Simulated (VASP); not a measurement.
# CdSiSb2 (P-4m2) in VASP: settings compared

Aim: see how the results for CdSiSb2 move with the level of theory and the settings. Levels: PBE, PBEsol, LDA. Tasks: relaxation of cell and atoms.

All numbers are computed with VASP 6.6.1; they aren't measurements. Logs are shortened: lines on timing, memory, paths and dates and some standing lists are left out, and cuts for length are marked.

## 1. The cell of the first run

It takes space group P-4m2 (No. 115, tetragonal). Conventional cell: a = 4.314 Å, b = 4.314 Å, c = 6.102 Å, α = 90.00°, β = 90.00°, γ = 90.00°. Within 3.5 Å of Cd (site symmetry -4m2) lie 4 Sb at 2.64 Å. Sb (site symmetry 2mm) has 2 Cd at 2.64 Å and 2 Si at 2.64 Å within 3.5 Å. Si (site symmetry -4m2) has 4 Sb at 2.64 Å within 3.5 Å.

## 2. Relaxation of cell and atoms, PBE

The input, INCAR:

```
PREC = Accurate
ENCUT = 600
EDIFF = 1E-7
ISMEAR = -1
SIGMA = 0.02
LREAL = False
LASPH = True
NELM = 100
ALGO = Normal
ISIF = 3
LWAVE = False
LCHARG = False
GGA = PE
IBRION = 2
NSW = 80
EDIFFG = -0.005
```

The input, KPOINTS:

```
Automatic mesh
0
Gamma
  6 6 4
```

The input, POSCAR:

```
CdSiSb2
1.0
    4.3144495833      0.0000000000      0.0000000000
    0.0000000000      4.3144495833      0.0000000000
    0.0000000000      0.0000000000      6.1015531148
Cd Sb Si
1 2 1
Direct
    0.0000000000      0.0000000000      0.0000000000
    0.0000000000      0.5000000000      0.2500000000
    0.5000000000      0.0000000000      0.7500000000
    0.5000000000      0.5000000000      0.5000000000
```

Potentials or basis: VASP PAW PBE potentials, release 64 (Cd, Sb, Si).

Command:

```console
> cat potpaw_PBE.64/Cd/POTCAR potpaw_PBE.64/Sb/POTCAR potpaw_PBE.64/Si/POTCAR > POTCAR
> mpirun -np 1 vasp_std > vasp.out
```

OUTCAR:

```text
PREC = Accurate
   ENCUT = 600
   EDIFF = 1E-7
   ISMEAR = -1
   LREAL = False
   LASPH = True
   NELM = 100
   ISIF = 3
   GGA = PE
   IBRION = 2
   NSW = 80
   EDIFFG = -0.005

 ion  position               nearest neighbor table
   1  0.000  0.000  0.000-   2 2.64   3 2.64   2 2.64   3 2.64
   2  0.000  0.500  0.250-   1 2.64   4 2.64   1 2.64   4 2.64
   3  0.500  0.000  0.750-   1 2.64   4 2.64   4 2.64   1 2.64
   4  0.500  0.500  0.500-   2 2.64   3 2.64   3 2.64   2 2.64

  LATTYP: Found a simple tetragonal cell.
 ALAT       =     4.3144495833
 C/A-ratio  =     1.4142135624

  Lattice vectors:

 A1 = (   4.3144495833,   0.0000000000,   0.0000000000)
 A2 = (   0.0000000000,   4.3144495833,   0.0000000000)
 A3 = (   0.0000000000,   0.0000000000,   6.1015531148)

Analysis of symmetry for initial positions (statically):
=====================================================================
 Subroutine PRICEL returns:
 Original cell was already a primitive cell.

 Routine SETGRP: Setting up the symmetry group for a
 simple tetragonal supercell.

 Subroutine GETGRP returns: Found  8 space group operations
 (whereof  8 operations were pure point group operations)
 out of a pool of 16 trial point group operations.

The static configuration has the point symmetry D_2d.

Analysis of symmetry for dynamics (positions and initial velocities):
=====================================================================
 Subroutine PRICEL returns:
 Original cell was already a primitive cell.

 Routine SETGRP: Setting up the symmetry group for a
 simple tetragonal supercell.

 Subroutine GETGRP returns: Found  8 space group operations
 (whereof  8 operations were pure point group operations)
 out of a pool of 16 trial point group operations.

The dynamic configuration has the point symmetry D_2d.

 Subroutine INISYM returns: Found  8 space group operations
 (whereof  8 operations are pure point group operations),
 and found     1 'primitive' translations

----------------------------------------------------------------------------------------

                                     Primitive cell

  volume of cell :     113.5772

  direct lattice vectors                    reciprocal lattice vectors
     4.314449583  0.000000000  0.000000000     0.231779276  0.000000000  0.000000000
     0.000000000  4.314449583  0.000000000     0.000000000  0.231779276  0.000000000
     0.000000000  0.000000000  6.101553115     0.000000000  0.000000000  0.163892698

  length of vectors
     4.314449583  4.314449583  6.101553115     0.231779276  0.231779276  0.163892698

  position of ions in fractional coordinates (direct lattice)
     0.000000000  0.000000000  0.000000000
     0.000000000  0.500000000  0.250000000
     0.500000000  0.000000000  0.750000000
     0.500000000  0.500000000  0.500000000

  ion indices of the primitive-cell ions
   primitive index   ion index
                 1           1
                 2           2
                 3           3
                 4           4

----------------------------------------------------------------------------------------

 KPOINTS: Automatic mesh

Automatic generation of k-mesh.
 Grid dimensions read from file:
 generate k-points for:    6    6    4

 Generating k-lattice:

  Cartesian coordinates                     Fractional coordinates (reciprocal lattice)
     0.038629879  0.000000000  0.000000000     0.166666667  0.000000000  0.000000000
     0.000000000  0.038629879  0.000000000     0.000000000  0.166666667  0.000000000
     0.000000000  0.000000000  0.040973174     0.000000000  0.000000000  0.250000000

  Length of vectors
     0.038629879  0.038629879  0.040973174

  Shift w.r.t. Gamma in fractional coordinates (k-lattice)
     0.000000000  0.000000000  0.000000000

 Subroutine IBZKPT returns following result:
 ===========================================

 Found     30 irreducible k-points:

 Following reciprocal coordinates:
            Coordinates               Weight
  0.000000  0.000000  0.000000      1.000000
  0.166667  0.000000  0.000000      4.000000
  0.333333  0.000000  0.000000      4.000000
  0.500000  0.000000  0.000000      2.000000
  0.166667  0.166667  0.000000      4.000000
  0.333333  0.166667  0.000000      8.000000
[... 16 lines left out ...]
  0.333333  0.000000  0.500000      4.000000
  0.500000  0.000000  0.500000      2.000000
 [... further k-points ...]
   k-points           NKPTS =     30   k-points in BZ     NKDIM =     30   number of bands    NBANDS=     17
   number of dos      NEDOS =    301   number of ions     NIONS =      4
   total plane-waves  NPLWV =  64800
   dimension x,y,z NGX =    36 NGY =   36 NGZ =   50
   dimension x,y,z NGXF=    72 NGYF=   72 NGZF=  100
   ions per type =               1   2   1
   NGX,Y,Z   is equivalent  to a cutoff of  13.87, 13.87, 13.62 a.u.
   NGXF,Y,Z  is equivalent  to a cutoff of  27.74, 27.74, 27.25 a.u.
 SYSTEM =  unknown system
[... 25 lines left out ...]
   EFERMI_NEDOS =   21; number of points for ismear=-14 and -15
   IALGO  =     38    algorithm
   IMIX   =      4    mixing-type and parameters
     AMIX     =   0.40;   BMIX     =  1.00
     AMIX_MAG =   1.60;   BMIX_MAG =  1.00
  volume/ion in A,a.u.               =      28.39       191.61
  Fermi-wavevector in a.u.,A,eV,Ry     =   1.001464  1.892493 13.645706  1.002931
  Thomas-Fermi vector in A             =   2.133888
   LORBIT       =      0    0 simple, 1 ext, 2 COOP (PROOUT), +10 PAW based schemes
   GGA     = PE    functional components
   LHFCALC =     F    Hartree Fock is set to
   AEXX    =    0.0000 exact exchange contribution
   IVDW    =     0    specifies the selected vdW correction
   LEPSILON=     F    determine dielectric tensor
   LRPA    =     F    only Hartree local field effects (RPA)
 conjugate gradient relaxation of ions
 non-spin polarized calculation
  energy-cutoff  :      600.00
  volume of cell :      113.58
 maximum number of plane-waves:      3848
 NGX is ok and might be reduce to    36
   NGX = 17   NGY = 17   NGZ = 25

--------------------------------------- Ionic step        1  -------------------------------------------

 number of electron      25.9999996 magnetization

 Free energy of the ion-electron system (eV)
  ---------------------------------------------------
  ext. energy  EPLUGINS =         0.00000000
  ---------------------------------------------------
  free energy    TOTEN  =       -13.61911472 eV

  energy without entropy =      -13.61831813  energy(sigma->0) =      -13.61871642

------------------------ aborting loop because EDIFF is reached ----------------------------------------

  FORCE on cell =-STRESS in cart. coord.  units (eV):
  Direction    XX          YY          ZZ          XY          YZ          ZX
  --------------------------------------------------------------------------------------
  -------------------------------------------------------------------------------------
  Total        4.3289958      4.3289958      4.5248381      0.0000000      0.0000000      0.0000000
  in kB       61.0669963     61.0669963     63.8296453      0.0000000      0.0000000      0.0000000
  external PRESSURE =      61.9878793 kB  Pullay stress =       0.0000000 kB
[... 95 lines left out ...]
  FREE ENERGIE OF THE ION-ELECTRON SYSTEM (eV)
  ---------------------------------------------------
  free  energy   TOTEN  =       -13.9026820394 eV

  energy  without entropy=      -13.9008670809  energy(sigma->0) =      -13.90177456

[... ionic steps 4 to 9 ...]

--------------------------------------- Ionic step       10  -------------------------------------------

 number of electron      25.9999999 magnetization

------------------------ aborting loop because EDIFF is reached ----------------------------------------

  FORCE on cell =-STRESS in cart. coord.  units (eV):
  Direction    XX          YY          ZZ          XY          YZ          ZX
  --------------------------------------------------------------------------------------
  -------------------------------------------------------------------------------------
  Total       -0.0003144     -0.0003144     -0.0157217      0.0000000      0.0000000      0.0000000
  in kB       -0.0039940     -0.0039940     -0.1997111      0.0000000      0.0000000      0.0000000
  external PRESSURE =      -0.0692331 kB  Pullay stress =       0.0000000 kB
[... 61 lines left out ...]
  energy  without entropy=      -13.9455110611  energy(sigma->0) =      -13.94635560

--------------------------------------- Ionic step       12  -------------------------------------------

 number of electron      25.9999999 magnetization

 Free energy of the ion-electron system (eV)
  ---------------------------------------------------
  ext. energy  EPLUGINS =         0.00000000
  ---------------------------------------------------
  free energy    TOTEN  =       -13.94721597 eV

  energy without entropy =      -13.94554223  energy(sigma->0) =      -13.94637910

 E-fermi :   4.0351     XC(G=0):  -8.6767

 val. band max:        3.9613380830   @ k =   0.3333   0.0000   0.0000
 cond. band min:       4.0444875256   @ k =   0.3333   0.0000   0.2500
 fundamental gap:      0.0831494427
 Fermi energy:         4.0350994575

 k-point     1 :       0.0000    0.0000    0.0000
  band No.  band energies     occupation
      1      -7.3255      2.00000
      2      -5.6521      2.00000
      3      -4.6458      2.00000
      4      -4.6458      2.00000
      5      -4.5379      2.00000
      6      -4.5031      2.00000
[... 9 lines left out ...]
     16       5.9841      0.00000
     17       6.5761      0.00000
[... 443 lines left out ...]
      1      -6.4883      2.00000
      2      -5.7336      2.00000
      3      -4.6377      2.00000
      4      -4.5505      2.00000
      5      -4.5400      2.00000
      6      -4.4816      2.00000
[... 9 lines left out ...]
     16       6.5904      0.00000
     17       6.8746      0.00000

 [... further k-points ...]

------------------------ aborting loop because EDIFF is reached ----------------------------------------

  FORCE on cell =-STRESS in cart. coord.  units (eV):
  Direction    XX          YY          ZZ          XY          YZ          ZX
  --------------------------------------------------------------------------------------
  -------------------------------------------------------------------------------------
  Total       -0.0008413     -0.0008413     -0.0077213      0.0000000      0.0000000     -0.0000000
  in kB       -0.0106883     -0.0106883     -0.0980927      0.0000000      0.0000000     -0.0000000
  external PRESSURE =      -0.0398231 kB  Pullay stress =       0.0000000 kB
[... 19 lines left out ...]
  FREE ENERGIE OF THE ION-ELECTRON SYSTEM (eV)
  ---------------------------------------------------
  free  energy   TOTEN  =       -13.9472159743 eV

  energy  without entropy=      -13.9455422317  energy(sigma->0) =      -13.94637910

 reached required accuracy - stopping structural energy minimisation
```

It took 4.5 min on 1 thread of Intel Xeon 6975P-C (Granite Rapids), shared host; peak memory 0.3 GiB.

What came out:

```
Free energy                           : -13.9472 eV
Relaxed volume                        : 31.53 Å³/atom
Relaxed cell                          : a = 4.404 Å, b = 4.404 Å, c = 6.503 Å, α = 90.00°, β = 90.00°, γ = 90.00°
Space group after relaxing (to 0.1 Å) : P-4m2 (No. 115)
Energy gained by relaxing             : 82.0 meV/atom
Ionic steps                           : 12
Pressure after relaxing               : 0.0 GPa
Band gap on the k mesh                : zero (bands 13 and 14 overlap by 0.30 eV)
```

Step by step:
| step | energy change (eV) | largest force (eV/Å) | pressure (GPa) | volume (Å³) |
| --- | --- | --- | --- | --- |
| 1 | 0.0000 | 1.1010 | 6.20 | 113.58 |
| 2 | -0.2576 | 0.3742 | -1.93 | 132.61 |
| 3 | -0.2836 | 0.5107 | -0.42 | 127.55 |
| 4 | -0.3079 | 0.3050 | -0.20 | 126.78 |
| 5 | -0.3223 | 0.0033 | 0.17 | 125.69 |
| 6 | -0.3224 | 0.0298 | 0.20 | 125.60 |
| 7 | -0.3259 | 0.0404 | -0.06 | 126.33 |
| 8 | -0.3267 | 0.0471 | -0.27 | 126.93 |
| 9 | -0.3280 | 0.0200 | 0.03 | 126.01 |
| 10 | -0.3280 | 0.0236 | -0.01 | 126.13 |
| 11 | -0.3281 | 0.0104 | -0.01 | 126.12 |
| 12 | -0.3281 | 0.0010 | 0.00 | 126.11 |

Final structure:
```
Cd Sb Si
1.0
     4.40381    0.00000    0.00000
     0.00000    4.40381    0.00000
     0.00000    0.00000    6.50289
Cd Sb Si
1 2 1
Direct
  0.00000 0.00000 0.00000
  0.00000 0.50000 0.26703
  0.50000 0.00000 0.73297
  0.50000 0.50000 0.50000
```

Caveat: semilocal functionals underestimate gaps, and a narrow one can read as zero; spin-orbit coupling is left out, which moves the levels of the heavy elements.

## 3. Relaxation of cell and atoms, PBEsol

This run uses another cell than the first one, of 31.46 Å³/atom.

The input, INCAR:

```
  ALGO = Normal
  EDIFF = 1E-6
  EDIFFG = -0.005
  ENCUT = 600
  GGA = PS
  IBRION = 2
  ISIF = 3
  ISMEAR = -1
  LASPH = T
  LCHARG = F
  LREAL = F
  LWAVE = F
  NELM = 80
  NSW = 80
  PREC = Accurate
  SIGMA = 0.02
```

The input, KPOINTS:

```
k-points
0
Gamma
  6 6 4
```

The input, POSCAR:

```
CdSiSb2
1.0
    4.4002560857      0.0000000000      0.0000000000
    0.0000000000      4.4002560857      0.0000000000
    0.0000000000      0.0000000000      6.4987454050
Cd Sb Si
1 2 1
Direct
    0.0000000000      0.0000000000      0.0000000000
    0.0000000000      0.5000000000      0.2673258375
    0.5000000000      0.0000000000      0.7326741625
    0.5000000000      0.5000000000      0.5000000000
```

Potentials or basis: VASP PAW PBE potentials, release 64 (Cd, Sb, Si).

Command:

```console
> cat potpaw_PBE.64/Cd/POTCAR potpaw_PBE.64/Sb/POTCAR potpaw_PBE.64/Si/POTCAR > POTCAR
> mpirun -np 1 vasp_std > vasp.out
```

Run time: 2.9 min. Hardware: 1 thread of Intel Xeon 6975P-C (Granite Rapids), shared host; peak memory 0.32 GiB.

The run converged. Its results:

```
Free energy                           : -15.4319 eV
Relaxed volume                        : 30.08 Å³/atom
Relaxed cell                          : a = 4.344 Å, b = 4.344 Å, c = 6.376 Å, α = 90.00°, β = 90.00°, γ = 90.00°
Space group after relaxing (to 0.1 Å) : P-4m2 (No. 115)
Energy gained by relaxing             : 9.6 meV/atom
Ionic steps                           : 9
Pressure after relaxing               : 0.0 GPa
Band gap on the k mesh                : zero (bands 13 and 14 overlap by 0.35 eV)
```

Step by step:
| step | energy change (eV) | largest force (eV/Å) | pressure (GPa) | volume (Å³) |
| --- | --- | --- | --- | --- |
| 1 | 0.0000 | 0.1056 | -2.03 | 125.83 |
| 2 | -0.0339 | 0.0911 | 0.70 | 118.72 |
| 3 | -0.0371 | 0.0969 | 0.02 | 120.27 |
| 4 | -0.0378 | 0.0531 | 0.02 | 120.28 |
| 5 | -0.0382 | 0.0046 | 0.01 | 120.29 |
| 6 | -0.0382 | 0.0027 | -0.01 | 120.34 |
| 7 | -0.0382 | 0.0005 | -0.04 | 120.40 |
| 8 | -0.0382 | 0.0017 | 0.03 | 120.25 |
| 9 | -0.0383 | 0.0007 | 0.01 | 120.33 |

Final structure:
```yaml
crystal:
  lattice:
    - [4.34425, 0.00000, 0.00000]
    - [0.00000, 4.34425, 0.00000]
    - [0.00000, 0.00000, 6.37574]
  atoms:
    - { symbol: Cd, position: [0.00000, 0.00000, 0.00000] }
    - { symbol: Sb, position: [0.00000, 0.50000, 0.26507] }
    - { symbol: Sb, position: [0.50000, 0.00000, 0.73493] }
    - { symbol: Si, position: [0.50000, 0.50000, 0.50000] }
```

Levels at points of the mesh, in eV from the Fermi level:
```csv
k point,band 10,band 11,band 12,band 13,band 14,band 15,band 16,band 17
"(0.00, 0.00, 0.00)",-3.08,-0.65,-0.36,0.17,0.17,0.30,1.95,2.51
"(0.50, 0.00, 0.00)",-3.42,-3.33,-2.45,-0.29,0.47,3.12,3.68,3.73
"(0.50, 0.50, 0.00)",-3.74,-2.74,-2.74,-1.81,0.73,0.98,0.98,1.35
"(0.00, 0.00, 0.50)",-2.79,-2.79,-0.82,-0.82,0.31,0.61,3.20,3.73
"(0.50, 0.00, 0.50)",-2.43,-1.77,-1.06,-0.52,-0.17,1.30,2.53,2.83
"(0.50, 0.50, 0.50)",-3.98,-3.23,-3.23,-2.99,2.44,3.24,3.24,3.85
```

Caveat: semilocal functionals underestimate gaps, and a narrow one can read as zero; the PAW data sets were made with another functional, which shifts forces and pressure a little; spin-orbit coupling is left out, which moves the levels of the heavy elements.

## 4. Relaxation of cell and atoms, LDA

This run uses another cell than the first one, of 31.46 Å³/atom.

The input, INCAR:

```
  PREC = Accurate
  ENCUT = 600
  EDIFF = 1E-7
  ISMEAR = -1
  SIGMA = 0.02
  LREAL = F
  LASPH = T
  NELM = 80
  ALGO = Normal
  ISIF = 3
  LWAVE = F
  LCHARG = F
  IBRION = 2
  NSW = 80
  EDIFFG = -0.005
```

The input, KPOINTS:

```
Automatic mesh
0
Gamma
  6 6 4
```

POSCAR is that of step 3.

Potentials or basis: VASP PAW LDA potentials, release 64 (Cd, Sb, Si).

Command:

```console
> cat potpaw_LDA.64/Cd/POTCAR potpaw_LDA.64/Sb/POTCAR potpaw_LDA.64/Si/POTCAR > POTCAR
> mpirun -np 1 vasp_std > vasp.out
```

Run time: 3.3 min. Hardware: 1 thread of Intel Xeon 6975P-C (Granite Rapids), shared host; peak memory 0.28 GiB.

Results (log left out):

* Free energy: -16.4885 eV
* Relaxed volume: 29.28 Å³/atom
* Relaxed cell: a = 4.313 Å, b = 4.313 Å, c = 6.298 Å, α = 90.00°, β = 90.00°, γ = 90.00°
* Space group after relaxing (to 0.1 Å): P-4m2 (No. 115)
* Energy gained by relaxing: 25.2 meV/atom
* Ionic steps: 10
* Pressure after relaxing: 0.0 GPa
* Band gap on the k mesh: zero (bands 13 and 14 overlap by 0.38 eV)

The path:
```tsv
step	energy change (eV)	largest force (eV/Å)	pressure (GPa)	volume (Å³)
1	0.0000	0.1725	-3.27	125.83
2	-0.0882	0.1404	1.29	114.51
3	-0.0979	0.1567	0.04	117.01
4	-0.0998	0.0825	0.04	117.03
5	-0.1006	0.0163	0.04	117.05
6	-0.1006	0.0102	0.03	117.05
7	-0.1008	0.0058	-0.02	117.18
8	-0.1008	0.0025	-0.07	117.28
9	-0.1009	0.0031	0.03	117.08
10	-0.1009	0.0017	0.00	117.13
```

Final structure:
```
Cd Sb Si
1.0
     4.31262    0.00000    0.00000
     0.00000    4.31262    0.00000
     0.00000    0.00000    6.29767
Cd Sb Si
1 2 1
Direct
  0.00000 0.00000 0.00000
  0.00000 0.50000 0.26379
  0.50000 0.00000 0.73621
  0.50000 0.50000 0.50000
```

Levels at points of the mesh, in eV from the Fermi level:
| k point | band 10 | band 11 | band 12 | band 13 | band 14 | band 15 | band 16 | band 17 |
| --- | --- | --- | --- | --- | --- | --- | --- | --- |
| (0.00, 0.00, 0.00) | -3.16 | -0.63 | -0.35 | 0.17 | 0.17 | 0.28 | 1.96 | 2.49 |
| (0.50, 0.00, 0.00) | -3.48 | -3.43 | -2.49 | -0.34 | 0.47 | 3.13 | 3.72 | 3.73 |
| (0.50, 0.50, 0.00) | -3.81 | -2.80 | -2.80 | -1.88 | 0.69 | 0.93 | 0.93 | 1.35 |
| (0.00, 0.00, 0.50) | -2.84 | -2.84 | -0.89 | -0.89 | 0.28 | 0.60 | 3.19 | 3.75 |
| (0.50, 0.00, 0.50) | -2.47 | -1.79 | -1.06 | -0.54 | -0.21 | 1.35 | 2.54 | 2.82 |
| (0.50, 0.50, 0.50) | -4.06 | -3.33 | -3.33 | -3.09 | 2.47 | 3.28 | 3.28 | 3.85 |

Caveat: semilocal functionals underestimate gaps, and a narrow one can read as zero; spin-orbit coupling is left out, which moves the levels of the heavy elements.

## 5. Overview

```tsv
level	potentials or basis	cell	gap on the mesh (eV)	pressure (GPa)	relaxed volume (Å³/atom)
PBE	VASP PAW PBE potentials, release 64 (Cd, Sb, Si)	relaxed from a = 4.314, b = 4.314, c = 6.102 Å, 4 atoms, atomic positions A	none	0.0	31.53
PBEsol	VASP PAW PBE potentials, release 64 (Cd, Sb, Si)	relaxed from a = 4.400, b = 4.400, c = 6.499 Å, 4 atoms, atomic positions B	none	0.0	30.08
LDA	VASP PAW LDA potentials, release 64 (Cd, Sb, Si)	relaxed from a = 4.400, b = 4.400, c = 6.499 Å, 4 atoms, atomic positions B	none	0.0	29.28
```

Alike in all rows: task relaxation of cell and atoms; no spin polarisation; k mesh 6 × 6 × 4; cutoff (eV) 600; smearing fermi-dirac 0.02 eV.

Caveats: semilocal functionals underestimate gaps, and a narrow one can read as zero; spin-orbit coupling is left out, which moves the levels of the heavy elements; the PAW data sets were made with another functional, which shifts forces and pressure a little (at least some runs).

Absolute energies hang on the potentials; compare differences alone.

The gap in the log of VASP goes by the Fermi energy; the results here count the filled bands.